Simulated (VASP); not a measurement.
Here is a VASP 6.6.1 calculation.

File INCAR:

```
PREC = Accurate
ENCUT = 600
EDIFF = 1E-6
ISMEAR = -1
SIGMA = 0.02
LREAL = False
LASPH = True
NELM = 120
ALGO = Normal
ISIF = 2
LWAVE = False
LCHARG = False
GGA = PE
NBANDS = 16
GGA_COMPAT = False
```

Contents of KPOINTS:

```
regular mesh
0
Gamma
  6 6 4
```

The input POSCAR:

```
SiC
1.0
    3.1373352533      0.0000000000      0.0000000000
   -1.5686676266      2.7170120295      0.0000000000
    0.0000000000      0.0000000000      4.9327190645
Si C
2 2
Direct
    0.3333333333      0.6666666667      0.2500000000
    0.6666666667      0.3333333333      0.7500000000
    0.6666666667      0.3333333333      0.2500000000
    0.3333333333      0.6666666667      0.7500000000
```

Potentials or basis: VASP PAW PBE potentials, release 64 (Si, C).

Run with:

```bash
$ cat potpaw_PBE.64/Si/POTCAR potpaw_PBE.64/C/POTCAR > POTCAR
$ mpirun -np 1 vasp_std > vasp.out
```

What does it give for the pressure?

3.6 GPa.

Estimate the band gap on the k mesh.

zero (band 8 reaches 10.29 eV, above the bottom of band 9 at 10.17 eV).

Stress tensor (GPa, compression positive):
```
5.25 0.00 0.00
0.00 5.25 0.00
0.00 0.00 0.36
```

Caveat: the k points lie up to 0.39 Å⁻¹ apart.
